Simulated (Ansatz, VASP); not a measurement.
Two plane-wave programs on GaO3

File INCAR:

```
SYSTEM = GaO3
ALGO     = Normal         ! electronic algorithm
EDIFF    = 1E-6           ! SCF threshold, eV
EDIFFG   = -0.04          ! ionic threshold
ENCUT    = 600            ! plane-wave cutoff, eV
GGA      = PE             ! functional
IBRION   = 2              ! ionic algorithm
ISIF     = 3              ! what is computed and relaxed
ISMEAR   = 0              ! smearing method
ISPIN    = 2              ! spin polarisation
LASPH    = .TRUE.         ! aspherical terms in the spheres
LCHARG   = .FALSE.        ! write CHGCAR
LORBIT   = 11             ! projections on sites
LREAL    = .FALSE.        ! projectors in reciprocal space
LWAVE    = .FALSE.        ! write WAVECAR
MAGMOM   = 0 1 1 1        ! initial moments
NELM     = 150            ! most SCF steps
NSW      = 90             ! ionic steps
PREC     = Accurate       ! precision mode
SIGMA    = 0.1            ! smearing width, eV
```

The input KPOINTS:

```
k-points
0
G
  6 6 4
  0 0 0
```

File POSCAR:

```
GaO3
1.0
    3.3066590700      0.0000000000      0.0000000000
   -1.6533295300      2.8636507500      0.0000000000
    0.0000000000      0.0000000000      5.5117628100
Ga O
1 3
Direct
    0.0000000000      0.0000000000      0.5000000000
    0.3333333300      0.6666666700      0.6266448500
    0.6666666700      0.3333333300      0.3733551500
    0.0000000000      0.0000000000      0.0000000000
```

Input for Ansatz:

```yaml
crystal:
  lattice:
    - [3.30665907, 0.0, 0.0]
    - [-1.65332953, 2.86365075, 0.0]
    - [0.0, 0.0, 5.51176281]
  atoms:
    - { symbol: Ga, position: [0.0, 0.0, 0.5] }
    - { symbol: O, position: [0.33333333, 0.66666667, 0.62664485], spin: 1.0 }
    - { symbol: O, position: [0.66666667, 0.33333333, 0.37335515], spin: 1.0 }
    - { symbol: O, position: [0.0, 0.0, 0.0], spin: 1.0 }
basis:
  ecutwfc: 420
kpoints:
  mp_grid: { grid: [6, 6, 4] }
hamiltonian:
  xc: pbe
scf:
  occupations: { method: gaussian, width: 0.1 }
  lower_state_search: "off"
output:
  forces: true
  stress: true
  eigenvalues: true
  populations: true
magnetization:
  spin_polarized: true
relax:
  adjacent_minimum: "off"
  f_tol: 0.04
  max_steps: 70
  cell: { stress_tol: 0.4 }
```

Alike in both runs: task relaxation of cell and atoms; functional PBE; k mesh 6 × 6 × 4; occupations gaussian, width 0.1 eV; collinear spin.

|  | VASP | Ansatz |
| --- | --- | --- |
| version | VASP 6.6.1 | Ansatz 0.2.0 |
| potentials or method | VASP PAW PBE potentials, release 64 (Ga_d, O), cutoff 600 eV | scalar-relativistic, plane waves, PAW |
| valence electrons in the cell | 31 | 31 |

Ansatz gave:

- gap on the k mesh at the Fermi level, each at its own relaxed structure (eV): none
- net moment per atom (μB): 0.75
- size of the moment on the site where the two differ most (μB): 1.92
- relaxed volume (Å³/atom): 10.98
- relaxed cell length with the largest relative difference (Å): 5.415

Task: What did VASP give for the same quantities?

Result: gap on the k mesh at the Fermi level, each at its own relaxed structure (eV): none; net moment per atom (μB): 0.75; size of the moment on the site where the two differ most (μB): 1.67; relaxed volume (Å³/atom): 10.96; relaxed cell length with the largest relative difference (Å): 5.385.

Site moments also hang on the region over which each program counts them. A gap of «none» marks a metal or a gap that the smearing closes.

The k mesh is coarse, so the values compare programs but aren't converged. Noted on VASP's run: the volume moved by over 15 % at a fixed basis, so the end points are rough.
